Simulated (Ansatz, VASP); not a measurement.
**SnBi3O in VASP and in Ansatz**

File INCAR:

```
  PREC = Accurate
  ENCUT = 600
  EDIFF = 1E-6
  ISMEAR = 0
  SIGMA = 0.1
  LREAL = False
  LASPH = True
  NELM = 100
  ALGO = Fast
  ISIF = 3
  LWAVE = False
  LCHARG = False
  GGA = PE
  IBRION = 2
  NSW = 100
  EDIFFG = -0.01
```

The input KPOINTS:

```
Automatic mesh
0
Gamma
  8 8 8
```

File POSCAR:

```
SnBi3O
1.0
    5.0592414185      0.0000000000      0.0000000000
    0.0000000000      5.0592414185      0.0000000000
    0.0000000000      0.0000000000      5.0592414185
Sn Bi O
1 3 1
Direct
    0.0000000000      0.0000000000      0.0000000000
    0.5000000000      0.5000000000      0.0000000000
    0.0000000000      0.5000000000      0.5000000000
    0.5000000000      0.0000000000      0.5000000000
    0.5000000000      0.5000000000      0.5000000000
```

Input for Ansatz:

```yaml
crystal:
  lattice:
    - [5.0592414185, 0.0, 0.0]
    - [0.0, 5.0592414185, 0.0]
    - [0.0, 0.0, 5.0592414185]
  atoms:
    - { symbol: Sn, position: [0.0, 0.0, 0.0] }
    - { symbol: Bi, position: [0.5, 0.5, 0.0] }
    - { symbol: Bi, position: [0.0, 0.5, 0.5] }
    - { symbol: Bi, position: [0.5, 0.0, 0.5] }
    - { symbol: O, position: [0.5, 0.5, 0.5] }
basis:
  ecutwfc: 420
kpoints:
  mp_grid: { grid: [8, 8, 8] }
hamiltonian:
  xc: pbe
scf:
  occupations: { method: gaussian, width: 0.1 }
output:
  forces: true
  stress: true
  eigenvalues: true
relax:
  adjacent_minimum: "off"
  f_tol: 0.01
  max_steps: 80
  cell: { stress_tol: 0.05 }
```

Change from the starting cell: species swapped into the Sr3BiN type (Pm-3m, No. 221).

Alike in both runs: task relaxation of cell and atoms; functional PBE; k mesh 8 × 8 × 8; occupations gaussian, width 0.1 eV; no spin polarisation.

```csv
,VASP,Ansatz
version,VASP 6.6.1,Ansatz 0.2.0
potentials or method,"VASP PAW PBE potentials, release 64 (Sn_d, Bi_d, O), cutoff 600 eV","scalar-relativistic, plane waves, PAW"
valence electrons in the cell,65,65
```

VASP gave:

```
gap on the k mesh at the Fermi level, each at its own relaxed structure (eV)  : none
relaxed volume (Å³/atom)                                                      : 25.82
relaxed length of the cell vector where the two differ most in proportion (Å) : 5.054
```

Problem. Estimate Ansatz's values.

Solution. gap on the k mesh at the Fermi level, each at its own relaxed structure (eV): none; relaxed volume (Å³/atom): 25.83; relaxed length of the cell vector where the two differ most in proportion (Å): 5.055.

A gap of «none» marks a metal or a gap that the smearing closes.

Spin-orbit coupling is off throughout.
